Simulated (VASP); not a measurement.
Input of a VASP 6.6.1 run:

Contents of INCAR:

```
SYSTEM = In3Se
  PREC = Accurate
  ENCUT = 520
  EDIFF = 1E-6
  ISMEAR = -1
  SIGMA = 0.05
  LREAL = .False.
  LASPH = .True.
  NELM = 100
  ALGO = Normal
  ISIF = 2
  LWAVE = .False.
  LCHARG = .True.
  GGA = PS
  LELF = .True.
  LVHAR = .True.
  NBANDS = 30
```

Contents of KPOINTS:

```
Automatic mesh
0
Gamma
  6 6 6
  0 0 0
```

POSCAR

```
In3Se
1.0
    4.7715170420      0.0000000000      0.0000000000
    0.0000000000      4.7715170420      0.0000000000
    0.0000000000      0.0000000000      4.7715170420
In Se
3 1
Direct
    0.5000000000      0.5000000000      0.0000000000
    0.5000000000      0.0000000000      0.5000000000
    0.0000000000      0.5000000000      0.5000000000
    0.0000000000      0.0000000000      0.0000000000
```

Potentials or basis: VASP PAW PBE potentials, release 64 (In_d, Se).

Launch:

```sh
$ cat potpaw_PBE.64/In_d/POTCAR potpaw_PBE.64/Se/POTCAR > POTCAR
$ mpirun -np 1 vasp_std > vasp.out
```

Q: Predict the pressure.

A: -2.4 GPa.

Caveat: the PAW data sets were made with another functional, which shifts forces and pressure a little.
